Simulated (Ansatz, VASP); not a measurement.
## Two plane-wave programs on IrS

INCAR

```
SYSTEM = IrS
PREC = Accurate ; ENCUT = 520
EDIFF = 1E-6 ; ISMEAR = 0
SIGMA = 0.05 ; LREAL = .False.
LASPH = .True. ; NELM = 60
ALGO = Normal ; ISIF = 2
LWAVE = .False. ; LCHARG = .False.
GGA = PS ; NBANDS = 14
```

The input KPOINTS:

```
regular mesh
0
Gamma
  10 10 10
  0 0 0
```

Contents of POSCAR:

```
IrS
1.0
    0.0000000000      2.4391161214      2.4391161214
    2.4391161214      0.0000000000      2.4391161214
    2.4391161214      2.4391161214      0.0000000000
Ir S
1 1
Direct
    0.5000000000      0.5000000000      0.5000000000
    0.0163993832     -0.0163993832      0.0163993832
```

Input for Ansatz:

```yaml
crystal:
  lattice:
    - [0.0, 2.4391161214, 2.4391161214]
    - [2.4391161214, 0.0, 2.4391161214]
    - [2.4391161214, 2.4391161214, 0.0]
  atoms:
    - { symbol: Ir, position: [0.5, 0.5, 0.5] }
    - { symbol: S, position: [0.0163993832, -0.0163993832, 0.0163993832] }
basis:
  ecutwfc: 420
  ecutrho_ratio: 4
kpoints:
  mp_grid: { grid: [10, 10, 10] }
hamiltonian:
  xc: pbesol
scf:
  occupations: { method: gaussian, width: 0.05 }
output:
  forces: true
  stress: true
  eigenvalues: true
```

Alike in both runs: task single point; functional PBEsol; k mesh 10 × 10 × 10; occupations gaussian, width 0.05 eV; no spin polarisation.

|  | VASP | Ansatz |
| --- | --- | --- |
| version | VASP 6.6.1 | Ansatz 0.2.0 |
| potentials or method | VASP PAW PBE potentials, release 64 (Ir, S), cutoff 520 eV | scalar-relativistic, plane waves, PAW |
| valence electrons in the cell | 15 | 23 |

```csv
,VASP,Ansatz,Ansatz less VASP
gap on the k mesh at the Fermi level (eV),none,none,-
pressure (GPa),1.7,0.5,-1.11
"traceless stress, the component that is largest in VASP (GPa)",1.65,1.59,-0.064
rms of the force components (eV/Å),0.051,0.066,+0.0150
```

VASP's potentials were made for PBE, not for PBEsol. Atom by atom the forces differ by 0.015 eV/Å (rms over components). A gap of «none» marks a metal or a gap that the smearing closes. VASP's potentials hold 15 valence electrons a cell and Ansatz's 23, so a difference there can come from the potentials and not from the codes.

Spin-orbit coupling is off throughout.
